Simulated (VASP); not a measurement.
# MgSe (v.br) (Fm-3m) in VASP: single point with PBE

Aim: the single point of MgSe (v.br) with PBE.

Program: VASP 6.6.1. These are calculated values, not measurements. Logs are shortened: lines on timing, memory, paths and dates and some standing lists are left out, and cuts for length are marked.

## Step 1: The cell of the first run

The structure is cubic, space group Fm-3m (No. 225). Conventional cell: a = 5.450 Å, b = 5.450 Å, c = 5.450 Å, α = 90.00°, β = 90.00°, γ = 90.00°. Mg (site symmetry m-3m) has 6 Se at 2.73 Å within 3.6 Å. Se (site symmetry m-3m) has 6 Mg at 2.73 Å within 3.6 Å.

## Step 2: Single point, PBE

File INCAR:

```
SYSTEM = MgSe
PREC = Accurate
ENCUT = 600
EDIFF = 1E-6
ISMEAR = 0
SIGMA = 0.02
LREAL = .FALSE.
LASPH = .TRUE.
NELM = 120
ALGO = Normal
ISIF = 2
LWAVE = .FALSE.
LCHARG = .FALSE.
GGA = PE
NBANDS = 11
GGA_COMPAT = .FALSE.
```

File KPOINTS:

```
Automatic mesh
0
G
  8 8 8
  0 0 0
```

File POSCAR:

```
MgSe
1.0
    0.0000000000      2.7250000000      2.7250000000
    2.7250000000      0.0000000000      2.7250000000
    2.7250000000      2.7250000000      0.0000000000
Mg Se
1 1
Direct
    0.0000000000      0.0000000000      0.0000000000
    0.5000000000      0.5000000000      0.5000000000
```

Potentials or basis: VASP PAW PBE potentials, release 64 (Mg, Se).

The run is started by

```sh
cat potpaw_PBE.64/Mg/POTCAR potpaw_PBE.64/Se/POTCAR > POTCAR
mpirun -np 1 vasp_std > vasp.out
```

OUTCAR:

```text
SYSTEM = MgSe
   PREC = Accurate
   ENCUT = 600
   EDIFF = 1E-6
   ISMEAR = 0
   LREAL = .FALSE.
   LASPH = .TRUE.
   NELM = 120
   ISIF = 2
   GGA = PE

 ion  position               nearest neighbor table
   1  0.000  0.000  0.000-   2 2.73   2 2.73   2 2.73   2 2.73   2 2.73   2 2.73
   2  0.500  0.500  0.500-   1 2.73   1 2.73   1 2.73   1 2.73   1 2.73   1 2.73

  LATTYP: Found a face centered cubic cell.
 ALAT       =     5.4500000000

  Lattice vectors:

 A1 = (   0.0000000000,   2.7250000000,   2.7250000000)
 A2 = (   2.7250000000,   0.0000000000,   2.7250000000)
 A3 = (   2.7250000000,   2.7250000000,   0.0000000000)

Analysis of symmetry for initial positions (statically):
=====================================================================
 Subroutine PRICEL returns:
 Original cell was already a primitive cell.

 Routine SETGRP: Setting up the symmetry group for a
 face centered cubic supercell.

 Subroutine GETGRP returns: Found 48 space group operations
 (whereof 48 operations were pure point group operations)
 out of a pool of 48 trial point group operations.

The static configuration has the point symmetry O_h .

Analysis of symmetry for dynamics (positions and initial velocities):
=====================================================================
 Subroutine PRICEL returns:
 Original cell was already a primitive cell.

 Routine SETGRP: Setting up the symmetry group for a
 face centered cubic supercell.

 Subroutine GETGRP returns: Found 48 space group operations
 (whereof 48 operations were pure point group operations)
 out of a pool of 48 trial point group operations.

The dynamic configuration has the point symmetry O_h .

 Subroutine INISYM returns: Found 48 space group operations
 (whereof 48 operations are pure point group operations),
 and found     1 'primitive' translations

----------------------------------------------------------------------------------------

                                     Primitive cell

  volume of cell :      40.4697

  direct lattice vectors                    reciprocal lattice vectors
     0.000000000  2.725000000  2.725000000    -0.183486239  0.183486239  0.183486239
     2.725000000  0.000000000  2.725000000     0.183486239 -0.183486239  0.183486239
     2.725000000  2.725000000  0.000000000     0.183486239  0.183486239 -0.183486239

  length of vectors
     3.853731957  3.853731957  3.853731957     0.317807488  0.317807488  0.317807488

  position of ions in fractional coordinates (direct lattice)
     0.000000000  0.000000000  0.000000000
     0.500000000  0.500000000  0.500000000

  ion indices of the primitive-cell ions
   primitive index   ion index
                 1           1
                 2           2

----------------------------------------------------------------------------------------

 KPOINTS: Automatic mesh

Automatic generation of k-mesh.
 Grid dimensions read from file:
 generate k-points for:    8    8    8

 Generating k-lattice:

  Cartesian coordinates                     Fractional coordinates (reciprocal lattice)
    -0.022935780  0.022935780  0.022935780     0.125000000  0.000000000  0.000000000
     0.022935780 -0.022935780  0.022935780     0.000000000  0.125000000  0.000000000
     0.022935780  0.022935780 -0.022935780     0.000000000  0.000000000  0.125000000

  Length of vectors
     0.039725936  0.039725936  0.039725936

  Shift w.r.t. Gamma in fractional coordinates (k-lattice)
     0.000000000  0.000000000  0.000000000

 Subroutine IBZKPT returns following result:
 ===========================================

 Found     29 irreducible k-points:

 Following reciprocal coordinates:
            Coordinates               Weight
  0.000000  0.000000  0.000000      1.000000
  0.125000  0.000000  0.000000      8.000000
  0.250000  0.000000  0.000000      8.000000
  0.375000  0.000000  0.000000      8.000000
  0.500000  0.000000  0.000000      4.000000
  0.125000  0.125000  0.000000      6.000000
[... 16 lines left out ...]
  0.500000  0.250000  0.125000     48.000000
 -0.375000  0.250000  0.125000     24.000000
 [... further k-points ...]
   k-points           NKPTS =     29   k-points in BZ     NKDIM =     29   number of bands    NBANDS=     11
   number of dos      NEDOS =    301   number of ions     NIONS =      2
   total plane-waves  NPLWV =  32768
   dimension x,y,z NGX =    32 NGY =   32 NGZ =   32
   dimension x,y,z NGXF=    64 NGYF=   64 NGZF=   64
   ions per type =               1   1
   NGX,Y,Z   is equivalent  to a cutoff of  13.80, 13.80, 13.80 a.u.
   NGXF,Y,Z  is equivalent  to a cutoff of  27.61, 27.61, 27.61 a.u.
 SYSTEM =  MgSe
   PREC   = accura    normal or accurate (medium, high low for compatibility)
   ISTART =      0    job   : 0-new  1-cont  2-samecut
   ICHARG =      2    charge: 1-file 2-atom 10-const
   ISPIN  =      1    spin polarized calculation?
   LNONCOLLINEAR =      F non collinear calculations
   LSORBIT =      F    spin-orbit coupling
   LASPH  =      T    aspherical Exc in radial PAW
   ENCUT  =  600.0 eV  44.10 Ry    6.64 a.u.   7.70  7.70  7.70*2*pi/ulx,y,z
   NELM   =    120;   NELMIN=  2; NELMDL= -5     # of ELM steps
   EDIFF  = 0.1E-05   stopping-criterion for ELM
   LREAL  =      F    real-space projection
   EDIFFG = 0.1E-04   stopping-criterion for IOM
   NSW    =      0    number of steps for IOM
   IBRION =     -1    ionic relax: 0-MD 1-quasi-New 2-CG
   NFREE  =      0    steps in history (QN), initial steepest desc. (CG)
   ISIF   =      2    stress and relaxation
   ISYM   =      2    0-nonsym 1-usesym 2-fastsym
   POTIM  = 0.5000    time-step for ionic-motion
   TEBEG  =    0.0;   TEEND  =   0.0 temperature during run
   PSTRESS=    0.0 pullay stress
   NELECT =       8.0000    total number of electrons
   NUPDOWN=      -1.0000    fix difference up-down
   EMIN   =  10.00;   EMAX   =-10.00  energy-range for DOS
   EFERMI =   0.00;   METHOD = LEGACY
   ISMEAR =     0;   SIGMA  =   0.02  broadening in eV -4-tet -1-fermi 0-gaus
   EFERMI_NEDOS =   21; number of points for ismear=-14 and -15
   IALGO  =     38    algorithm
   IMIX   =      4    mixing-type and parameters
     AMIX     =   0.40;   BMIX     =  1.00
     AMIX_MAG =   1.60;   BMIX_MAG =  1.00
  volume/ion in A,a.u.               =      20.23       136.55
  Fermi-wavevector in a.u.,A,eV,Ry     =   0.953663  1.802162 12.374136  0.909473
  Thomas-Fermi vector in A             =   2.082339
   LORBIT       =      0    0 simple, 1 ext, 2 COOP (PROOUT), +10 PAW based schemes
   GGA     = PE    functional components
   LHFCALC =     F    Hartree Fock is set to
   AEXX    =    0.0000 exact exchange contribution
   IVDW    =     0    specifies the selected vdW correction
   LEPSILON=     F    determine dielectric tensor
   LRPA    =     F    only Hartree local field effects (RPA)
 non-spin polarized calculation
 Gauss-broadening in eV      SIGMA  =   0.02
  energy-cutoff  :      600.00
  volume of cell :       40.47
 maximum number of plane-waves:      1365
   NGX = 15   NGY = 15   NGZ = 15

 number of electron       8.0000000 magnetization

 Free energy of the ion-electron system (eV)
  ---------------------------------------------------
  ext. energy  EPLUGINS =         0.00000000
  ---------------------------------------------------
  free energy    TOTEN  =        -7.48325275 eV

  energy without entropy =       -7.48325275  energy(sigma->0) =       -7.48325275

 E-fermi :   3.3224     XC(G=0):  -9.4919

 val. band max:        3.2330284214   @ k =   0.0000   0.0000   0.0000
 cond. band min:       5.0359284150   @ k =   0.5000   0.5000   0.0000
 fundamental gap:      1.8028999936
 Fermi energy:         3.3224435153

 k-point     1 :       0.0000    0.0000    0.0000
  band No.  band energies     occupation
      1      -9.7143      2.00000
      2       3.2330      2.00000
      3       3.2330      2.00000
      4       3.2330      2.00000
      5       5.8340      0.00000
      6      10.6443      0.00000
      7      10.6443      0.00000
      8      10.6443      0.00000
      9      13.2039      0.00000
     10      13.2039      0.00000
     11      14.2121      0.00000

 k-point     2 :       0.1250    0.0000    0.0000
  band No.  band energies     occupation
      1      -9.5813      2.00000
      2       2.0137      2.00000
      3       3.1319      2.00000
      4       3.1319      2.00000
      5       6.7990      0.00000
      6      10.3329      0.00000
      7      10.8699      0.00000
      8      10.8699      0.00000
      9      12.2003      0.00000
     10      12.2003      0.00000
     11      14.0135      0.00000

 k-point     3 :       0.2500    0.0000    0.0000
  band No.  band energies     occupation
      1      -9.2246      2.00000
      2       0.2156      2.00000
      3       2.9130      2.00000
      4       2.9130      2.00000
      5       7.3590      0.00000
      6      10.3046      0.00000
      7      10.3046      0.00000
      8      11.0068      0.00000
      9      12.8155      0.00000
     10      12.8155      0.00000
     11      13.2410      0.00000

 k-point     4 :       0.3750    0.0000    0.0000
  band No.  band energies     occupation
      1      -8.7981      2.00000
      2      -1.1794      2.00000
      3       2.7219      2.00000
      4       2.7219      2.00000
      5       7.1734      0.00000
      6       9.5873      0.00000
      7       9.5873      0.00000
      8      11.9406      0.00000
      9      13.5555      0.00000
     10      14.7470      0.00000
     11      14.7470      0.00000
[... 239 lines left out ...]
 k-point    22 :       0.3750    0.2500    0.1250
  band No.  band energies     occupation
      1      -8.9471      2.00000
      2      -0.0387      2.00000
      3       1.6906      2.00000
      4       2.5296      2.00000
      5       8.1026      0.00000
      6       9.2650      0.00000
      7       9.5303      0.00000
      8      11.6619      0.00000
      9      12.7699      0.00000
     10      15.7002      0.00000
     11      16.1663      0.00000

 k-point    23 :       0.5000    0.2500    0.1250
  band No.  band energies     occupation
      1      -8.5892      2.00000
      2      -0.8389      2.00000
      3       1.1449      2.00000
      4       2.1922      2.00000
      5       7.9986      0.00000
      6       8.9459      0.00000
      7      10.4689      0.00000
      8      11.5550      0.00000
      9      14.1366      0.00000
     10      15.9285      0.00000
     11      16.6919      0.00000

 k-point    24 :      -0.3750    0.2500    0.1250
  band No.  band energies     occupation
      1      -8.4215      2.00000
      2      -1.2027      2.00000
      3       1.0026      2.00000
      4       2.0157      2.00000
      5       7.9760      0.00000
      6       8.6566      0.00000
      7      10.9956      0.00000
      8      12.3120      0.00000
      9      14.3060      0.00000
     10      14.9900      0.00000
     11      17.3475      0.00000

 [... further k-points ...]

------------------------ aborting loop because EDIFF is reached ----------------------------------------

  FORCE on cell =-STRESS in cart. coord.  units (eV):
  Direction    XX          YY          ZZ          XY          YZ          ZX
  --------------------------------------------------------------------------------------
  -------------------------------------------------------------------------------------
  Total        0.4913797      0.4913797      0.4913797     -0.0000000     -0.0000000      0.0000000
  in kB       19.4535228     19.4535228     19.4535228     -0.0000000     -0.0000000      0.0000000
  external PRESSURE =      19.4535228 kB  Pullay stress =       0.0000000 kB

 VOLUME and BASIS-vectors are now :
 -----------------------------------------------------------------------------
  energy-cutoff  :      600.00
  volume of cell :       40.47
      direct lattice vectors                 reciprocal lattice vectors
     0.000000000  2.725000000  2.725000000    -0.183486239  0.183486239  0.183486239
     2.725000000  0.000000000  2.725000000     0.183486239 -0.183486239  0.183486239
     2.725000000  2.725000000  0.000000000     0.183486239  0.183486239 -0.183486239

 POSITION                                       TOTAL-FORCE (eV/Angst)
 -----------------------------------------------------------------------------------
      0.00000      0.00000      0.00000        -0.000000     -0.000000      0.000000
      2.72500      2.72500      2.72500         0.000000      0.000000     -0.000000
 -----------------------------------------------------------------------------------
    total drift:                               -0.000000     -0.000000      0.000000

  FREE ENERGIE OF THE ION-ELECTRON SYSTEM (eV)
  ---------------------------------------------------
  free  energy   TOTEN  =        -7.4832527505 eV

  energy  without entropy=       -7.4832527505  energy(sigma->0) =       -7.48325275
```

Wall time 28 s (1 thread of Intel Xeon 8259CL, shared host); peak memory 0.18 GiB.

Results:

```yaml
Free_energy: -7.4833 eV
Pressure: 1.9 GPa
Band_gap_on_the_k_mesh: 1.80 eV, indirect (least direct gap 2.60 eV)
```

A k mesh can miss the band edges. A hybrid or GW would open this gap; PBE tends to underestimate it.
